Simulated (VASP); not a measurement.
Here is a VASP 6.6.1 calculation.

File INCAR:

```
SYSTEM = Sb
ALGO = Normal ; EDIFF = 1E-6
EDIFFG = -0.01 ; ENCUT = 520
GGA = PE ; IBRION = 2
ISIF = 2 ; ISMEAR = 0
LASPH = .TRUE. ; LCHARG = .FALSE.
LREAL = .FALSE. ; LWAVE = .FALSE.
NELM = 100 ; NSW = 50
PREC = Accurate ; SIGMA = 0.1
```

File KPOINTS:

```
k-points
0
G
  10 10 10
  0 0 0
```

POSCAR

```
Sb
1.0
   -3.0778290958      3.0778290958      3.0778290958
    3.0778290958     -3.0778290958      3.0778290958
    3.0778290958      3.0778290958     -3.0778290958
Sb
4
Direct
    0.4998990725      0.0000000000      0.0000000000
    0.0000000000      0.4998990725      0.0000000000
    0.0000000000      0.0000000000      0.4998990725
    0.5001009275      0.5001009275      0.5001009275
```

Potentials or basis: VASP PAW PBE potentials, release 64 (Sb).

Run with:

```sh
$ cat potpaw_PBE.64/Sb/POTCAR > POTCAR
$ mpirun -np 1 vasp_std > vasp.out
```

What does it give for the band gap on the k mesh?

Zero (band 10 reaches 8.80 eV, above the bottom of band 11 at 6.59 eV).

Final structure:
```yaml
crystal:
  lattice:
    - [-3.07783, 3.07783, 3.07783]
    - [3.07783, -3.07783, 3.07783]
    - [3.07783, 3.07783, -3.07783]
  atoms:
    - { symbol: Sb, position: [0.49990, 0.00000, 0.00000] }
    - { symbol: Sb, position: [0.00000, 0.49990, 0.00000] }
    - { symbol: Sb, position: [0.00000, 0.00000, 0.49990] }
    - { symbol: Sb, position: [0.50010, 0.50010, 0.50010] }
```

Caveat: the relaxation stopped at its first step, so nothing moved; spin-orbit coupling is left out, which moves the levels of the heavy elements.
